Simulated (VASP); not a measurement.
# Au (Fm-3m) in VASP: further runs

Runs on Au. Level: r2SCAN+rVV10. Tasks: single point, relaxation of cell and atoms.

Program: VASP 6.6.1. These are calculated values, not measurements. Logs are shortened: lines on timing, memory, paths and dates and some standing lists are left out, and cuts for length are marked.

**1. The cell of the first run**

The structure is cubic, space group Fm-3m (No. 225). The conventional cell has a = 4.117 Å, b = 4.117 Å, c = 4.117 Å, α = 90.00°, β = 90.00°, γ = 90.00°. Within 3.8 Å of Au (site symmetry m-3m) lie 12 Au at 2.91 Å.

**2. Single point, r2SCAN+rVV10**

Input file POSCAR:

```
Au
1.0
    0.0000000000      2.0585000000      2.0585000000
    2.0585000000      0.0000000000      2.0585000000
    2.0585000000      2.0585000000      0.0000000000
Au
1
Direct
    0.0000000000      0.0000000000      0.0000000000
```

Input file INCAR.step1:

```
PREC     = Accurate       # precision mode
ENCUT    = 520            # plane-wave cutoff, eV
ISMEAR   = 0              # smearing method
SIGMA    = 0.1            # smearing width, eV
LREAL    = F              # projectors in reciprocal space
LASPH    = T              # aspherical terms in the spheres
NELM     = 100            # most SCF steps
NBANDS   = 12             # bands
GGA      = PE             # functional
ALGO     = Normal         # electronic algorithm
EDIFF    = 1E-4           # SCF threshold, eV
LWAVE    = T              # write WAVECAR
LCHARG   = F              # write CHGCAR
```

Input file INCAR.step2:

```
PREC     = Accurate       # precision mode
ENCUT    = 520            # plane-wave cutoff, eV
EDIFF    = 1E-6           # SCF threshold, eV
ISMEAR   = 0              # smearing method
SIGMA    = 0.1            # smearing width, eV
LREAL    = F              # projectors in reciprocal space
LASPH    = T              # aspherical terms in the spheres
NELM     = 100            # most SCF steps
ALGO     = Normal         # electronic algorithm
ISIF     = 2              # what is computed and relaxed
LWAVE    = F              # write WAVECAR
LCHARG   = T              # write CHGCAR
METAGGA  = R2SCAN         # meta-GGA
LMIXTAU  = T            
LUSE_VDW = T            
IVDW_NL  = 2            
BPARAM   = 11.95        
CPARAM   = 0.0093       
LELF     = T              # ELF
LVHAR    = T            
NBANDS   = 12             # bands
ISTART   = 1
```

Input file KPOINTS:

```
Automatic mesh
0
Gamma
  8 8 8
```

Potentials or basis: VASP PAW PBE potentials, release 64 (Au).

The run is started by

```bash
cat potpaw_PBE.64/Au/POTCAR > POTCAR
cp INCAR.step1 INCAR
mpirun -np 1 vasp_std > vasp.out
cp INCAR.step2 INCAR
mpirun -np 1 vasp_std > vasp.out
```

OUTCAR:

```text
PREC = Accurate
   ENCUT = 520
   EDIFF = 1E-6
   ISMEAR = 0
   LREAL = F
   LASPH = T
   NELM = 100
   ISIF = 2
   METAGGA = R2SCAN
   IVDW_NL = 2
   BPARAM = 11.95
   ISTART = 1

 ion  position               nearest neighbor table
   1  0.000  0.000  0.000-

  LATTYP: Found a face centered cubic cell.
 ALAT       =     4.1170000000

  Lattice vectors:

 A1 = (   0.0000000000,   2.0585000000,   2.0585000000)
 A2 = (   2.0585000000,   0.0000000000,   2.0585000000)
 A3 = (   2.0585000000,   2.0585000000,   0.0000000000)

Analysis of symmetry for initial positions (statically):
=====================================================================
 Subroutine PRICEL returns:
 Original cell was already a primitive cell.

 Routine SETGRP: Setting up the symmetry group for a
 face centered cubic supercell.

 Subroutine GETGRP returns: Found 48 space group operations
 (whereof 48 operations were pure point group operations)
 out of a pool of 48 trial point group operations.

The static configuration has the point symmetry O_h .

Analysis of symmetry for dynamics (positions and initial velocities):
=====================================================================
 Subroutine PRICEL returns:
 Original cell was already a primitive cell.

 Routine SETGRP: Setting up the symmetry group for a
 face centered cubic supercell.

 Subroutine GETGRP returns: Found 48 space group operations
 (whereof 48 operations were pure point group operations)
 out of a pool of 48 trial point group operations.

The dynamic configuration has the point symmetry O_h .

 Subroutine INISYM returns: Found 48 space group operations
 (whereof 48 operations are pure point group operations),
 and found     1 'primitive' translations

----------------------------------------------------------------------------------------

                                     Primitive cell

  volume of cell :      17.4455

  direct lattice vectors                    reciprocal lattice vectors
     0.000000000  2.058500000  2.058500000    -0.242895312  0.242895312  0.242895312
     2.058500000  0.000000000  2.058500000     0.242895312 -0.242895312  0.242895312
     2.058500000  2.058500000  0.000000000     0.242895312  0.242895312 -0.242895312

  length of vectors
     2.911158618  2.911158618  2.911158618     0.420707022  0.420707022  0.420707022

[... 85 lines left out ...]
   ISYM   =      2    0-nonsym 1-usesym 2-fastsym
   POTIM  = 0.5000    time-step for ionic-motion
   TEBEG  =    0.0;   TEEND  =   0.0 temperature during run
   PSTRESS=    0.0 pullay stress
   NELECT =      11.0000    total number of electrons
   NUPDOWN=      -1.0000    fix difference up-down
   EMIN   =  10.00;   EMAX   =-10.00  energy-range for DOS
   EFERMI =   0.00;   METHOD = LEGACY
   ISMEAR =     0;   SIGMA  =   0.10  broadening in eV -4-tet -1-fermi 0-gaus
   EFERMI_NEDOS =   21; number of points for ismear=-14 and -15
   IALGO  =     38    algorithm
   IMIX   =      4    mixing-type and parameters
     AMIX     =   0.40;   BMIX     =  1.00
     AMIX_MAG =   1.60;   BMIX_MAG =  1.00
  volume/ion in A,a.u.               =      17.45       117.73
  Fermi-wavevector in a.u.,A,eV,Ry     =   1.403820  2.652836 26.813157  1.970711
  Thomas-Fermi vector in A             =   2.526444
   LORBIT       =      0    0 simple, 1 ext, 2 COOP (PROOUT), +10 PAW based schemes
   METAGGA = R2SCAN    functional components
   LHFCALC =     F    Hartree Fock is set to
   AEXX    =    0.0000 exact exchange contribution
   IVDW_NL    =     2    kernel type
   BPARAM     =11.9500
   IVDW    =     0    specifies the selected vdW correction
   LEPSILON=     F    determine dielectric tensor
   LRPA    =     F    only Hartree local field effects (RPA)
 non-spin polarized calculation
 Gauss-broadening in eV      SIGMA  =   0.10
  energy-cutoff  :      520.00
  volume of cell :       17.45
 maximum number of plane-waves:       489
 NGX is ok and might be reduce to    24
   NGX = 11   NGY = 11   NGZ = 11

 number of electron      11.0000001 magnetization

 Free energy of the ion-electron system (eV)
  ---------------------------------------------------
  ext. energy  EPLUGINS =         0.00000000
  ---------------------------------------------------
  free energy    TOTEN  =       -50.34968811 eV

  energy without entropy =      -50.34663112  energy(sigma->0) =      -50.34815962

 E-fermi :   8.8281     XC(G=0): -13.4917

 val. band max:        8.7536559099   @ k =   0.5000   0.2500   0.1250
 cond. band min:       9.0533624150   @ k =   0.5000   0.3750   0.1250
 fundamental gap:      0.2997065050
 Fermi energy:         8.8281219937

 k-point     1 :       0.0000    0.0000    0.0000
  band No.  band energies     occupation
      1      -0.9270      2.00000
      2       4.1187      2.00000
      3       4.1187      2.00000
      4       4.1187      2.00000
      5       5.5936      2.00000
      6       5.5936      2.00000
      7      24.2624      0.00000
      8      28.2031      0.00000
      9      28.2031      0.00000
     10      28.2031      0.00000
     11      33.3834      0.00000
     12      37.6126      0.00000
[... 331 lines left out ...]
 k-point    24 :      -0.3750    0.2500    0.1250
  band No.  band energies     occupation
      1       2.5635      2.00000
      2       3.4770      2.00000
      3       4.6146      2.00000
      4       4.9398      2.00000
      5       6.6639      2.00000
      6      11.7288      0.00000
      7      12.0155      0.00000
      8      21.4474      0.00000
      9      22.5436      0.00000
     10      27.3318      0.00000
     11      33.5577      0.00000
     12      36.7457      0.00000

 [... further k-points ...]

------------------------ aborting loop because EDIFF is reached ----------------------------------------

  FORCE on cell =-STRESS in cart. coord.  units (eV):
  Direction    XX          YY          ZZ          XY          YZ          ZX
  --------------------------------------------------------------------------------------
  -------------------------------------------------------------------------------------
  Total        0.0047271      0.0047271      0.0047271      0.0000000      0.0000000      0.0000000
  in kB        0.4341285      0.4341285      0.4341285      0.0000000      0.0000000      0.0000000
  external PRESSURE =       0.4341285 kB  Pullay stress =       0.0000000 kB

 VOLUME and BASIS-vectors are now :
 -----------------------------------------------------------------------------
  energy-cutoff  :      520.00
  volume of cell :       17.45
      direct lattice vectors                 reciprocal lattice vectors
     0.000000000  2.058500000  2.058500000    -0.242895312  0.242895312  0.242895312
     2.058500000  0.000000000  2.058500000     0.242895312 -0.242895312  0.242895312
     2.058500000  2.058500000  0.000000000     0.242895312  0.242895312 -0.242895312

 POSITION                                       TOTAL-FORCE (eV/Angst)
 -----------------------------------------------------------------------------------
      0.00000      0.00000      0.00000        -0.000000     -0.000000      0.000000
 -----------------------------------------------------------------------------------
    total drift:                               -0.000000      0.000000     -0.000000

  FREE ENERGIE OF THE ION-ELECTRON SYSTEM (eV)
  ---------------------------------------------------
  free  energy   TOTEN  =       -50.3496881076 eV

  energy  without entropy=      -50.3466311225  energy(sigma->0) =      -50.34815962
```

OUTCAR.step1:

```text
PREC = Accurate
   ENCUT = 520
   ISMEAR = 0
   LREAL = F
   LASPH = T
[... 576 lines left out ...]

 POSITION                                       TOTAL-FORCE (eV/Angst)
 -----------------------------------------------------------------------------------
      0.00000      0.00000      0.00000         0.000000      0.000000      0.000000
 -----------------------------------------------------------------------------------
    total drift:                               -0.000000      0.000000     -0.000000

  FREE ENERGIE OF THE ION-ELECTRON SYSTEM (eV)
  ---------------------------------------------------
  free  energy   TOTEN  =        -3.1786374134 eV

  energy  without entropy=       -3.1755294289  energy(sigma->0) =       -3.17708342
```

Run time: 38 s. Hardware: 1 thread of Intel Xeon Platinum 8488C (Sapphire Rapids), shared host; peak memory 0.22 GiB.

Results:

| Property | Result |
| --- | --- |
| Free energy | -50.3497 eV |
| Pressure | 0.0 GPa |

Caveat: the PAW data sets were made with another functional, which shifts forces and pressure a little; spin-orbit coupling is left out, which moves the levels of the heavy elements.

**3. Single point, r2SCAN+rVV10**

This run uses another cell than the first one, of 17.23 Å³/atom, 0.988 times its volume.

Input file POSCAR:

```
Au
1.0
    0.0000000000      2.0501047003      2.0501047003
    2.0501047003      0.0000000000      2.0501047003
    2.0501047003      2.0501047003      0.0000000000
Au
1
Direct
    0.0000000000      0.0000000000      0.0000000000
```

Input file INCAR.step1:

```
PREC = Accurate
ENCUT = 520
ISMEAR = 0
SIGMA = 0.1
LREAL = False
LASPH = True
NELM = 60
NBANDS = 12
GGA = PE
ALGO = Normal
EDIFF = 1E-4
LWAVE = True
LCHARG = False
```

Input file INCAR.step2:

```
PREC = Accurate
ENCUT = 520
EDIFF = 1E-7
ISMEAR = 0
SIGMA = 0.1
LREAL = False
LASPH = True
NELM = 60
ALGO = Normal
ISIF = 2
LWAVE = False
LCHARG = False
METAGGA = R2SCAN
LMIXTAU = True
LUSE_VDW = True
IVDW_NL = 2
BPARAM = 11.95
CPARAM = 0.0093
NBANDS = 12
ISTART = 1
```

Input file KPOINTS:

```
regular mesh
0
Gamma
  18 18 18
```

Potentials or basis: VASP PAW PBE potentials, release 64 (Au).

The run is started by

```bash
cat potpaw_PBE.64/Au/POTCAR > POTCAR
cp INCAR.step1 INCAR
mpirun -np 1 vasp_std > vasp.out
cp INCAR.step2 INCAR
mpirun -np 1 vasp_std > vasp.out
```

OUTCAR:

```text
PREC = Accurate
   ENCUT = 520
   EDIFF = 1E-7
   ISMEAR = 0
   LREAL = False
   LASPH = True
   NELM = 60
   ISIF = 2
   METAGGA = R2SCAN
   IVDW_NL = 2
   BPARAM = 11.95
   ISTART = 1

 ion  position               nearest neighbor table
   1  0.000  0.000  0.000-

  LATTYP: Found a face centered cubic cell.
 ALAT       =     4.1002094006

  Lattice vectors:

 A1 = (   0.0000000000,   2.0501047003,   2.0501047003)
 A2 = (   2.0501047003,   0.0000000000,   2.0501047003)
 A3 = (   2.0501047003,   2.0501047003,   0.0000000000)

Analysis of symmetry for initial positions (statically):
=====================================================================
 Subroutine PRICEL returns:
 Original cell was already a primitive cell.

 Routine SETGRP: Setting up the symmetry group for a
 face centered cubic supercell.

 Subroutine GETGRP returns: Found 48 space group operations
 (whereof 48 operations were pure point group operations)
 out of a pool of 48 trial point group operations.

The static configuration has the point symmetry O_h .

[... 169 lines left out ...]
  band No.  band energies     occupation
      1      -0.8656      2.00000
      2       4.2463      2.00000
      3       4.2463      2.00000
      4       4.2463      2.00000
      5       5.7528      2.00000
      6       5.7528      2.00000
      7      24.4395      0.00000
      8      28.4672      0.00000
      9      28.4672      0.00000
     10      28.4672      0.00000
     11      33.6949      0.00000
     12      38.0449      0.00000
[... 331 lines left out ...]
 k-point    24 :      -0.2222    0.0556    0.0000
  band No.  band energies     occupation
      1       0.9606      2.00000
      2       4.0105      2.00000
      3       4.5561      2.00000
      4       4.5888      2.00000
      5       5.6700      2.00000
      6       6.1587      2.00000
      7      21.1843      0.00000
      8      25.5108      0.00000
      9      28.3534      0.00000
     10      30.8544      0.00000
     11      31.3063      0.00000
     12      32.8707      0.00000

 [... further k-points ...]

------------------------ aborting loop because EDIFF is reached ----------------------------------------

  FORCE on cell =-STRESS in cart. coord.  units (eV):
  Direction    XX          YY          ZZ          XY          YZ          ZX
  --------------------------------------------------------------------------------------
  -------------------------------------------------------------------------------------
  Total        0.1354437      0.1354437      0.1354437      0.0000000      0.0000000     -0.0000000
  in kB       12.5924832     12.5924832     12.5924832      0.0000000      0.0000000     -0.0000000
  external PRESSURE =      12.5924832 kB  Pullay stress =       0.0000000 kB

 VOLUME and BASIS-vectors are now :
 -----------------------------------------------------------------------------
  energy-cutoff  :      520.00
  volume of cell :       17.23
      direct lattice vectors                 reciprocal lattice vectors
     0.000000000  2.050104700  2.050104700    -0.243889983  0.243889983  0.243889983
     2.050104700  0.000000000  2.050104700     0.243889983 -0.243889983  0.243889983
     2.050104700  2.050104700  0.000000000     0.243889983  0.243889983 -0.243889983

 POSITION                                       TOTAL-FORCE (eV/Angst)
 -----------------------------------------------------------------------------------
      0.00000      0.00000      0.00000        -0.000000      0.000000     -0.000000
 -----------------------------------------------------------------------------------
    total drift:                               -0.000000     -0.000000     -0.000000

  FREE ENERGIE OF THE ION-ELECTRON SYSTEM (eV)
  ---------------------------------------------------
  free  energy   TOTEN  =       -50.3869472623 eV

  energy  without entropy=      -50.3857421425  energy(sigma->0) =      -50.38634470
```

OUTCAR.step1:

```text
PREC = Accurate
   ENCUT = 520
   ISMEAR = 0
   LREAL = False
   LASPH = True
   NELM = 60
[... 575 lines left out ...]

 POSITION                                       TOTAL-FORCE (eV/Angst)
 -----------------------------------------------------------------------------------
      0.00000      0.00000      0.00000         0.000000      0.000000      0.000000
 -----------------------------------------------------------------------------------
    total drift:                                0.000000      0.000000     -0.000000

  FREE ENERGIE OF THE ION-ELECTRON SYSTEM (eV)
  ---------------------------------------------------
  free  energy   TOTEN  =        -3.2082909936 eV

  energy  without entropy=       -3.2069569012  energy(sigma->0) =       -3.20762395
```

Wall time 2.3 min (1 thread of Intel Xeon Platinum 8488C (Sapphire Rapids), shared host); peak memory 0.24 GiB.

What came out:

- Free energy: -50.3869 eV
- Pressure: 1.3 GPa

Caveat: the PAW data sets were made with another functional, which shifts forces and pressure a little; spin-orbit coupling is left out, which moves the levels of the heavy elements.

**4. Relaxation of cell and atoms, r2SCAN+rVV10**

Input file POSCAR:

```
Au
1.0
    0.0000000000      2.0585000000      2.0585000000
    2.0585000000      0.0000000000      2.0585000000
    2.0585000000      2.0585000000      0.0000000000
Au
1
Direct
    0.0000000000      0.0000000000      0.0000000000
```

Input file INCAR.step1:

```
SYSTEM = Au
ALGO = Normal ; EDIFF = 1E-4
ENCUT = 600 ; GGA = PE
ISMEAR = 0 ; LASPH = .True.
LCHARG = .False. ; LREAL = .False.
LWAVE = .True. ; NELM = 80
PREC = Accurate ; SIGMA = 0.1
```

Input file INCAR.step2:

```
SYSTEM = Au
ALGO = Normal ; BPARAM = 11.95
CPARAM = 0.0093 ; EDIFF = 1E-6
EDIFFG = -0.002 ; ENCUT = 600
IBRION = 2 ; ISIF = 3
ISMEAR = 0 ; ISTART = 1
IVDW_NL = 2 ; LASPH = .True.
LCHARG = .False. ; LMIXTAU = .True.
LREAL = .False. ; LUSE_VDW = .True.
LWAVE = .False. ; METAGGA = R2SCAN
NELM = 80 ; NSW = 100
PREC = Accurate ; SIGMA = 0.1
```

Input file KPOINTS:

```
k-points
0
Gamma
  18 18 18
  0 0 0
```

The run is started by

```bash
cat potpaw_PBE.64/Au/POTCAR > POTCAR
cp INCAR.step1 INCAR
mpirun -np 1 vasp_std > vasp.out
cp INCAR.step2 INCAR
mpirun -np 1 vasp_std > vasp.out
```

It took 2 min on 1 thread of Intel Xeon 6975P-C (Granite Rapids), shared host; peak memory 0.25 GiB.

It converged, with:

- Free energy: -50.3868 eV
- Relaxed volume: 17.37 Å³/atom
- Relaxed cell: a = 2.907 Å, b = 2.907 Å, c = 2.907 Å, α = 60.00°, β = 60.00°, γ = 60.00°
- Space group after relaxing (to 0.05 Å): Fm-3m (No. 225)
- Energy gained by relaxing: 0.2 meV/atom
- Ionic steps: 4
- Pressure after relaxing: 0.0 GPa

The path:
```
step  energy change (eV)  largest force (eV/Å)  pressure (GPa)  volume (Å³)
   1              0.0000                0.0000           -0.70        17.45
   2              0.0002                0.0000            1.13        17.25
   3             -0.0002                0.0000           -0.02        17.37
   4             -0.0002                0.0000            0.02        17.37
```

Final structure:
```cif
data_structure
_symmetry_space_group_name_H-M 'P 1'
_symmetry_Int_Tables_number 1
_cell_length_a 2.9067
_cell_length_b 2.9067
_cell_length_c 2.9067
_cell_angle_alpha 60.000
_cell_angle_beta 60.000
_cell_angle_gamma 60.000
_cell_volume 17.37
loop_
_atom_site_label
_atom_site_type_symbol
_atom_site_fract_x
_atom_site_fract_y
_atom_site_fract_z
_atom_site_occupancy
Au1 Au 0.00000 0.00000 0.00000 1
```

Levels at points of the mesh, in eV from the Fermi level:
| k point | band 4 | band 5 | band 6 | band 7 | band 8 | band 9 |
| --- | --- | --- | --- | --- | --- | --- |
| (0.00, 0.00, 0.00) | -4.80 | -3.32 | -3.32 | 15.36 | 19.34 | 19.34 |
| (0.50, 0.00, 0.00) | -2.11 | -2.11 | -0.70 | 3.11 | 14.83 | 17.80 |
| (0.50, 0.50, 0.00) | -1.78 | -1.78 | 1.25 | 5.89 | 10.48 | 10.48 |

Caveat: the PAW data sets were made with another functional, which shifts forces and pressure a little; spin-orbit coupling is left out, which moves the levels of the heavy elements.

**5. Summary**

| task | cell | k mesh | cutoff (eV) | gap on the mesh (eV) | pressure (GPa) |
| --- | --- | --- | --- | --- | --- |
| single point | a = 2.911 Å, angles 60.0°, 1 atom | 8 × 8 × 8 | 520 | none | 0.0 |
| single point | a = 2.899 Å, angles 60.0°, 1 atom | 18 × 18 × 18 | 520 | none | 1.3 |
| relaxation of cell and atoms | relaxed from a = 2.911 Å, angles 60.0°, 1 atom | 18 × 18 × 18 | 600 | none | 0.0 |

Alike in all rows: level r2SCAN+rVV10; potentials or basis VASP PAW PBE potentials, release 64 (Au); no spin polarisation; smearing gaussian 0.1 eV.

Caveats: the PAW data sets were made with another functional, which shifts forces and pressure a little; spin-orbit coupling is left out, which moves the levels of the heavy elements.

Absolute energies hang on the potentials; compare differences alone.
